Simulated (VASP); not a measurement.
# SrO: single point with PBE

The system is SrO.

```
Sr O
1.0
     0.00000    2.64914    2.64914
     2.64914    0.00000    2.64914
     2.64914    2.64914    0.00000
Sr O
1 1
Direct
  0.50000 0.50000 0.50000
  0.00000 0.00000 0.00000
```

```yaml
Program: VASP 6.6.1
Task: single point
Functional: PBE
Potentials_or_basis: VASP PAW PBE potentials, release 64 (Sr_sv, O)
Cutoff: 600 eV
k_mesh: 6 × 6 × 6
Occupations: gaussian, width 0.01 eV
Spin: no spin polarisation
Dipole_correction: no
Further_INCAR_settings: ALGO = Normal; EDIFF = 1e-06; NBANDS = 15
```

```
Pressure               : -4.1 GPa
Band gap on the k mesh : 3.30 eV, indirect (least direct gap 3.37 eV)
```

Levels at points of the mesh, in eV from the valence-band top:
```tsv
k point	band 6	band 7	band 8	band 9	band 10	band 11
(0.00, 0.00, 0.00)	0.00	0.00	0.00	3.37	6.00	6.00
(0.50, 0.00, 0.00)	-2.00	-0.98	-0.98	6.16	7.75	8.33
(0.50, 0.50, 0.00)	-0.56	-0.14	-0.14	3.30	7.15	9.59
```

Run time: 34 s on 1 thread of Intel Xeon 8259CL, with other jobs on the host, peak memory 0.17 GiB.

A k mesh can miss the band edges.
